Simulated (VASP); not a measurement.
Wanted: the native input for a VASP 6.6.1 run.

| Quantity | Value |
| --- | --- |
| Task | single point |
| Functional | r2SCAN |
| Potentials or basis | VASP PAW PBE potentials, release 64 (Co) |
| Cutoff | 520 eV |
| k mesh | 15 × 15 × 15 |
| Occupations | fermi-dirac, width 0.05 eV |
| Spin | collinear spin, ferromagnetic start |
| Starting moments | [2.085] μB |
| Dipole correction | no |
| Further INCAR settings | ALGO = Normal; EDIFF = 1e-06; NBANDS = 14 |

Co:

```
CELL_PARAMETERS angstrom
2.38746 0.00000 0.00000
0.00000 2.38746 0.00000
0.00000 0.00000 2.38746
ATOMIC_POSITIONS crystal
Co 0.00000 0.00000 0.00000
```

This isn't the form of Co at room conditions, which is hcp.

One way to write it, as run:

POSCAR

```
Co
1.0
    2.3874593570      0.0000000000      0.0000000000
    0.0000000000      2.3874593570      0.0000000000
    0.0000000000      0.0000000000      2.3874593570
Co
1
Direct
    0.0000000000      0.0000000000      0.0000000000
```

INCAR.step1

```
SYSTEM = Co
PREC = Accurate
ENCUT = 520
ISMEAR = -1
SIGMA = 0.05
LREAL = .False.
LASPH = .True.
NELM = 150
ISPIN = 2
MAGMOM = 2.085
LMAXMIX = 4
NBANDS = 14
GGA = PE
ALGO = Normal
EDIFF = 1E-4
LWAVE = .True.
LCHARG = .False.
```

INCAR.step2

```
SYSTEM = Co
PREC = Accurate
ENCUT = 520
EDIFF = 1E-6
ISMEAR = -1
SIGMA = 0.05
LREAL = .False.
LASPH = .True.
NELM = 150
ALGO = Normal
ISIF = 2
LWAVE = .False.
LCHARG = .False.
ISPIN = 2
MAGMOM = 2.085
LORBIT = 11
LMAXMIX = 4
METAGGA = R2SCAN
LMIXTAU = .True.
NBANDS = 14
ISTART = 1
```

KPOINTS

```
regular mesh
0
Gamma
  15 15 15
  0 0 0
```

Potentials or basis: VASP PAW PBE potentials, release 64 (Co).

Run with:

```console
$ cat potpaw_PBE.64/Co/POTCAR > POTCAR
$ cp INCAR.step1 INCAR
$ mpirun -np 1 vasp_std > vasp.out
$ cp INCAR.step2 INCAR
$ mpirun -np 1 vasp_std > vasp.out
```

It gave:

```json
{"Pressure": "-10.1 GPa", "Net moment": "2.04 μB per cell", "Site moments": "Co +2.09 μB", "Valence electrons inside the program's atomic spheres": "Co 8.09"}
```

Caveat: the cell stands under tension; the PAW data sets were made with another functional, which shifts forces and pressure a little.

Wall time 2.1 min on 1 thread of Intel Xeon 8259CL (shared host), peak memory 0.16 GiB.
